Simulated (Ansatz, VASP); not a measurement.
## InP in VASP and in Ansatz

```xyz
2
Lattice="0.0000 2.8947 2.8947 2.8947 0.0000 2.8947 2.8947 2.8947 0.0000" Properties=species:S:1:pos:R:3 pbc="T T T"
In    0.0000    0.0000    0.0000
P     1.4473    1.4473    1.4473
```

Change from the starting cell: volume scaled by 0.96, ions relaxed.

Alike in both runs: task relaxation of the atoms; functional PBE; k mesh 13 × 13 × 13; occupations fermi-dirac, width 0.02 eV; no spin polarisation.

|  | VASP | Ansatz |
| --- | --- | --- |
| version | VASP 6.6.1 | Ansatz 0.2.0 |
| potentials or method | VASP PAW PBE potentials, release 64 (In_d, P) | plane-wave PAW, scalar-relativistic |
| plane-wave cutoff (eV) | 520 | 420 |
| valence electrons in the cell | 18 | 18 |

Ansatz gave:

| Property | Result |
| --- | --- |
| gap on the k mesh at the Fermi level, each at its own relaxed structure (eV) | 0.92 |

Problem. Estimate VASP's values.

Solution. gap on the k mesh at the Fermi level, each at its own relaxed structure (eV): 0.91.

Ansatz's warnings: stress scf threshold loose.

Noted on VASP's run: the relaxation stopped at its first step, so nothing moved.
